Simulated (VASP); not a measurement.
Runs of VASP 6.6.1 on P. The structure is that of space group R-3m (No. 166), or close to it. The cells are those of the table. 

```tsv
task	level	cell	k mesh	cutoff (eV)	gap on the mesh (eV)	pressure (GPa)	relaxed volume (Å³/atom)	largest force (eV/Å)
relaxation of shape and atoms at fixed volume	r2SCAN+D3(BJ)	relaxed from a = 3.615 Å, angles 56.7°, 2 atoms	16 × 16 × 16	600	none	0.0	15.45	-
single point	PBE+D3(BJ)	a = 3.518 Å, angles 58.4°, 2 atoms	8 × 8 × 8	520	none	(a)	-	0.07
single point	r2SCAN+D3(BJ)	a = 3.377 Å, angles 59.9°, 2 atoms	16 × 16 × 16	520	none	7.1	-	0.07
relaxation of cell and atoms	PBE+D3(BJ)	relaxed from a = 3.710 Å, angles 55.4°, 2 atoms	8 × 8 × 8	600	none	-0.1	14.87	0.01
```

Alike in all rows: potentials or basis VASP PAW PBE potentials, release 64 (P); no spin polarisation; smearing gaussian 0.05 eV.

Question: Estimate the missing entries.

Answer: (a) -0.4.

Caveats: pairwise dispersion overbinds metals, which lowers pressure and volume; the PAW data sets were made with another functional, which shifts forces and pressure a little (some runs).

A gap of «none» marks levels without a gap at the run's occupations.
